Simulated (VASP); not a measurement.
# Cd3O2 (I4/mmm) in VASP: single point with PBE

Aim: the single point of Cd3O2 with PBE.

Everything below comes from runs of VASP 6.6.1. Logs are shortened: lines on timing, memory, paths and dates and some standing lists are left out, and cuts for length are marked.

## (1) The cell of the first run

The structure is tetragonal, space group I4/mmm (No. 139). The conventional cell has a = 4.716 Å, b = 4.716 Å, c = 8.670 Å, α = 90.00°, β = 90.00°, γ = 90.00°. Within 2.9 Å of Cd (site symmetry -4m2) lie 2 O at 2.17 Å. Within 3.1 Å of Cd (site symmetry 4/mmm) lie 4 O at 2.36 Å. Within 2.9 Å of O (site symmetry mmm) lie 4 Cd at 2.17 to 2.36 Å.

## (2) Single point, PBE

INCAR reads:

```
PREC = Accurate
ENCUT = 600
EDIFF = 1E-6
ISMEAR = 0
SIGMA = 0.2
LREAL = False
LASPH = True
NELM = 120
ALGO = Normal
ISIF = 2
LWAVE = False
LCHARG = False
GGA = PE
NBANDS = 32
GGA_COMPAT = False
```

KPOINTS reads:

```
regular mesh
0
Gamma
  4 4 4
```

POSCAR reads:

```
Cd3O2
1.0
   -2.3581957365      2.3581957365      4.3350018735
    2.3581957365     -2.3581957365      4.3350018735
    2.3581957365      2.3581957365     -4.3350018735
Cd O
3 2
Direct
    0.7500000000      0.2500000000      0.5000000000
    0.2500000000      0.7500000000      0.5000000000
    0.5000000000      0.5000000000      0.0000000000
    0.5000000000      0.0000000000      0.5000000000
    0.0000000000      0.5000000000      0.5000000000
```

Potentials or basis: VASP PAW PBE potentials, release 64 (Cd, O).

Started as:

```
cat potpaw_PBE.64/Cd/POTCAR potpaw_PBE.64/O/POTCAR > POTCAR
mpirun -np 1 vasp_std > vasp.out
```

OUTCAR:

```text
PREC = Accurate
   ENCUT = 600
   EDIFF = 1E-6
   ISMEAR = 0
   LREAL = False
   LASPH = True
   NELM = 120
   ISIF = 2
   GGA = PE

 ion  position               nearest neighbor table
   1  0.750  0.250  0.500-   4 2.17   5 2.17   3 3.20   3 3.20   3 3.20   3 3.20   2 3.33   2 3.33
                             2 3.33   2 3.33
   2  0.250  0.750  0.500-   4 2.17   5 2.17   3 3.20   3 3.20   3 3.20   3 3.20   1 3.33   1 3.33
                             1 3.33   1 3.33
   3  0.500  0.500  0.000-   4 2.36   5 2.36   4 2.36   5 2.36   2 3.20   1 3.20   1 3.20   2 3.20
                             2 3.20   1 3.20   1 3.20   2 3.20
   4  0.500  0.000  0.500-   1 2.17   2 2.17   3 2.36   3 2.36
   5  0.000  0.500  0.500-   1 2.17   2 2.17   3 2.36   3 2.36

  LATTYP: Found a body centered tetragonal cell.
 ALAT       =     4.7163914730
 C/A-ratio  =     1.8382705924

  Lattice vectors:

 A1 = (  -2.3581957365,   2.3581957365,   4.3350018735)
 A2 = (   2.3581957365,  -2.3581957365,   4.3350018735)
 A3 = (   2.3581957365,   2.3581957365,  -4.3350018735)

Analysis of symmetry for initial positions (statically):
=====================================================================
 Subroutine PRICEL returns:
 Original cell was already a primitive cell.

 Routine SETGRP: Setting up the symmetry group for a
 body centered tetragonal supercell.

 Subroutine GETGRP returns: Found 16 space group operations
 (whereof 16 operations were pure point group operations)
 out of a pool of 16 trial point group operations.

The static configuration has the point symmetry D_4h.

Analysis of symmetry for dynamics (positions and initial velocities):
=====================================================================
 Subroutine PRICEL returns:
 Original cell was already a primitive cell.

 Routine SETGRP: Setting up the symmetry group for a
 body centered tetragonal supercell.

 Subroutine GETGRP returns: Found 16 space group operations
 (whereof 16 operations were pure point group operations)
 out of a pool of 16 trial point group operations.

The dynamic configuration has the point symmetry D_4h.

 Subroutine INISYM returns: Found 16 space group operations
 (whereof 16 operations are pure point group operations),
 and found     1 'primitive' translations

----------------------------------------------------------------------------------------

                                     Primitive cell

  volume of cell :      96.4293

  direct lattice vectors                    reciprocal lattice vectors
    -2.358195736  2.358195736  4.335001874     0.000000000  0.212026505  0.115340204
     2.358195736 -2.358195736  4.335001874     0.212026505  0.000000000  0.115340204
     2.358195736  2.358195736 -4.335001874     0.212026505  0.212026505  0.000000000

  length of vectors
     5.469407235  5.469407235  5.469407235     0.241368186  0.241368186  0.299850759

  position of ions in fractional coordinates (direct lattice)
     0.750000000  0.250000000  0.500000000
     0.250000000  0.750000000  0.500000000
     0.500000000  0.500000000  0.000000000
     0.500000000  0.000000000  0.500000000
     0.000000000  0.500000000  0.500000000

  ion indices of the primitive-cell ions
   primitive index   ion index
                 1           1
                 2           2
                 3           3
                 4           4
                 5           5

----------------------------------------------------------------------------------------

 KPOINTS: regular mesh

Automatic generation of k-mesh.
 Grid dimensions read from file:
 generate k-points for:    4    4    4

 Generating k-lattice:

  Cartesian coordinates                     Fractional coordinates (reciprocal lattice)
     0.000000000  0.053006626  0.028835051     0.250000000 -0.000000000  0.000000000
     0.053006626  0.000000000  0.028835051    -0.000000000  0.250000000  0.000000000
     0.053006626  0.053006626  0.000000000     0.000000000  0.000000000  0.250000000

  Length of vectors
     0.060342047  0.060342047  0.074962690

  Shift w.r.t. Gamma in fractional coordinates (k-lattice)
     0.000000000  0.000000000  0.000000000

 Subroutine IBZKPT returns following result:
 ===========================================

 Found     13 irreducible k-points:

 Following reciprocal coordinates:
            Coordinates               Weight
  0.000000  0.000000  0.000000      1.000000
  0.250000  0.000000  0.000000      8.000000
  0.500000  0.000000  0.000000      4.000000
  0.250000  0.250000  0.000000      8.000000
  0.500000  0.250000  0.000000     16.000000
 -0.250000  0.250000  0.000000      4.000000
  0.500000  0.500000  0.000000      2.000000
  0.250000  0.250000  0.250000      2.000000
 -0.250000  0.250000  0.250000      4.000000
  0.500000  0.500000  0.250000      4.000000
 -0.250000  0.500000  0.250000      8.000000
 -0.250000 -0.250000  0.250000      2.000000
  0.500000  0.500000  0.500000      1.000000
   k-points           NKPTS =     13   k-points in BZ     NKDIM =     13   number of bands    NBANDS=     32
   number of dos      NEDOS =    301   number of ions     NIONS =      5
   total plane-waves  NPLWV = 110592
   dimension x,y,z NGX =    48 NGY =   48 NGZ =   48
   dimension x,y,z NGXF=    96 NGYF=   96 NGZF=   96
   ions per type =               3   2
   NGX,Y,Z   is equivalent  to a cutoff of  14.59, 14.59, 14.59 a.u.
   NGXF,Y,Z  is equivalent  to a cutoff of  29.18, 29.18, 29.18 a.u.
 SYSTEM =  unknown system
   PREC   = accura    normal or accurate (medium, high low for compatibility)
   ISTART =      0    job   : 0-new  1-cont  2-samecut
   ICHARG =      2    charge: 1-file 2-atom 10-const
   ISPIN  =      1    spin polarized calculation?
   LNONCOLLINEAR =      F non collinear calculations
   LSORBIT =      F    spin-orbit coupling
   LASPH  =      T    aspherical Exc in radial PAW
   ENCUT  =  600.0 eV  44.10 Ry    6.64 a.u.  10.92 10.92 10.92*2*pi/ulx,y,z
   NELM   =    120;   NELMIN=  2; NELMDL= -5     # of ELM steps
   EDIFF  = 0.1E-05   stopping-criterion for ELM
   LREAL  =      F    real-space projection
   EDIFFG = 0.1E-04   stopping-criterion for IOM
   NSW    =      0    number of steps for IOM
   IBRION =     -1    ionic relax: 0-MD 1-quasi-New 2-CG
   NFREE  =      0    steps in history (QN), initial steepest desc. (CG)
   ISIF   =      2    stress and relaxation
   ISYM   =      2    0-nonsym 1-usesym 2-fastsym
   POTIM  = 0.5000    time-step for ionic-motion
   TEBEG  =    0.0;   TEEND  =   0.0 temperature during run
   PSTRESS=    0.0 pullay stress
   NELECT =      48.0000    total number of electrons
   NUPDOWN=      -1.0000    fix difference up-down
   EMIN   =  10.00;   EMAX   =-10.00  energy-range for DOS
   EFERMI =   0.00;   METHOD = LEGACY
   ISMEAR =     0;   SIGMA  =   0.20  broadening in eV -4-tet -1-fermi 0-gaus
   EFERMI_NEDOS =   21; number of points for ismear=-14 and -15
   IALGO  =     38    algorithm
   IMIX   =      4    mixing-type and parameters
     AMIX     =   0.40;   BMIX     =  1.00
     AMIX_MAG =   1.60;   BMIX_MAG =  1.00
  volume/ion in A,a.u.               =      19.29       130.15
  Fermi-wavevector in a.u.,A,eV,Ry     =   1.297435  2.451796 22.903195  1.683337
  Thomas-Fermi vector in A             =   2.428828
   LORBIT       =      0    0 simple, 1 ext, 2 COOP (PROOUT), +10 PAW based schemes
   GGA     = PE    functional components
   LHFCALC =     F    Hartree Fock is set to
   AEXX    =    0.0000 exact exchange contribution
   IVDW    =     0    specifies the selected vdW correction
   LEPSILON=     F    determine dielectric tensor
   LRPA    =     F    only Hartree local field effects (RPA)
 non-spin polarized calculation
 Gauss-broadening in eV      SIGMA  =   0.20
  energy-cutoff  :      600.00
  volume of cell :       96.43
 maximum number of plane-waves:      3230
 NGX is ok and might be reduce to    48
   NGX = 21   NGY = 21   NGZ = 21

 number of electron      47.9999989 magnetization

 Free energy of the ion-electron system (eV)
  ---------------------------------------------------
  ext. energy  EPLUGINS =         0.00000000
  ---------------------------------------------------
  free energy    TOTEN  =       -13.83981524 eV

  energy without entropy =      -13.78277825  energy(sigma->0) =      -13.81129674

 E-fermi :   1.3703     XC(G=0):  -9.8688

 val. band max:        1.2702807647   @ k =   0.5000   0.0000   0.0000
 cond. band min:       1.4086177573   @ k =   0.5000   0.2500   0.0000
 fundamental gap:      0.1383369926
 Fermi energy:         1.3703442793

 k-point     1 :       0.0000    0.0000    0.0000
  band No.  band energies     occupation
      1     -16.5920      2.00000
      2     -16.0360      2.00000
      3      -7.7831      2.00000
      4      -7.6886      2.00000
      5      -7.5394      2.00000
      6      -7.3874      2.00000
[... 24 lines left out ...]
     31       9.5645      0.00000
     32       9.6077      0.00000

 k-point     2 :       0.2500    0.0000    0.0000
  band No.  band energies     occupation
      1     -16.4889      2.00000
      2     -16.0896      2.00000
      3      -7.6781      2.00000
      4      -7.5812      2.00000
      5      -7.5115      2.00000
      6      -7.4396      2.00000
[... 24 lines left out ...]
     31       8.9277      0.00000
     32       9.1760      0.00000
[... 348 lines left out ...]
     31       9.9421      0.00000
     32       9.9421      0.00000

 k-point    13 :       0.5000    0.5000    0.5000
  band No.  band energies     occupation
      1     -16.3146      2.00000
      2     -16.3101      2.00000
      3      -7.9400      2.00000
      4      -7.6990      2.00000
      5      -7.6447      2.00000
      6      -7.5149      2.00000
[... 24 lines left out ...]
     31      10.1216      0.00000
     32      10.1216      0.00000

------------------------ aborting loop because EDIFF is reached ----------------------------------------

  FORCE on cell =-STRESS in cart. coord.  units (eV):
  Direction    XX          YY          ZZ          XY          YZ          ZX
  --------------------------------------------------------------------------------------
  -------------------------------------------------------------------------------------
  Total        0.1162408      0.1162408      1.1213638      0.0000000      0.0000000      0.0000000
  in kB        1.9313470      1.9313470     18.6315132      0.0000000      0.0000000      0.0000000
  external PRESSURE =       7.4980691 kB  Pullay stress =       0.0000000 kB

 VOLUME and BASIS-vectors are now :
 -----------------------------------------------------------------------------
  energy-cutoff  :      600.00
  volume of cell :       96.43
      direct lattice vectors                 reciprocal lattice vectors
    -2.358195736  2.358195736  4.335001874     0.000000000  0.212026505  0.115340204
     2.358195736 -2.358195736  4.335001874     0.212026505  0.000000000  0.115340204
     2.358195736  2.358195736 -4.335001874     0.212026505  0.212026505  0.000000000

 POSITION                                       TOTAL-FORCE (eV/Angst)
 -----------------------------------------------------------------------------------
      0.00000      2.35820      2.16750        -0.000000      0.000000     -0.000000
      2.35820      0.00000      2.16750         0.000000     -0.000000      0.000000
      0.00000      0.00000      4.33500         0.000000     -0.000000     -0.000000
      0.00000      2.35820      0.00000         0.000000     -0.000000     -0.000000
      2.35820      0.00000      0.00000         0.000000     -0.000000     -0.000000
 -----------------------------------------------------------------------------------
    total drift:                               -0.000000     -0.000000      0.000000

  FREE ENERGIE OF THE ION-ELECTRON SYSTEM (eV)
  ---------------------------------------------------
  free  energy   TOTEN  =       -13.8398152352 eV

  energy  without entropy=      -13.7827782513  energy(sigma->0) =      -13.81129674
```

It took 41 s on 1 thread of Intel Xeon 6975P-C (Granite Rapids), shared host; peak memory 0.32 GiB.

What came out:

| Quantity | Value |
| --- | --- |
| Free energy | -13.8398 eV |
| Pressure | 0.7 GPa |
| Band gap on the k mesh | zero (band 24 reaches 1.90 eV, above the bottom of band 25 at 0.77 eV) |

Levels at points of the mesh, in eV from the Fermi level:
| k point | band 22 | band 23 | band 24 | band 25 | band 26 | band 27 |
| --- | --- | --- | --- | --- | --- | --- |
| (0.00, 0.00, 0.00) | -3.14 | -1.88 | -1.88 | 2.30 | 2.30 | 2.53 |
| (0.50, 0.00, 0.00) | -2.32 | -1.89 | -0.10 | 0.05 | 3.61 | 3.96 |
| (0.50, 0.50, 0.00) | -1.44 | -1.12 | -1.01 | -0.60 | 1.01 | 3.12 |
| (0.50, 0.50, 0.50) | -1.70 | -1.70 | -0.61 | 1.15 | 2.96 | 2.96 |

Caveat: the k points lie up to 0.47 Å⁻¹ apart.
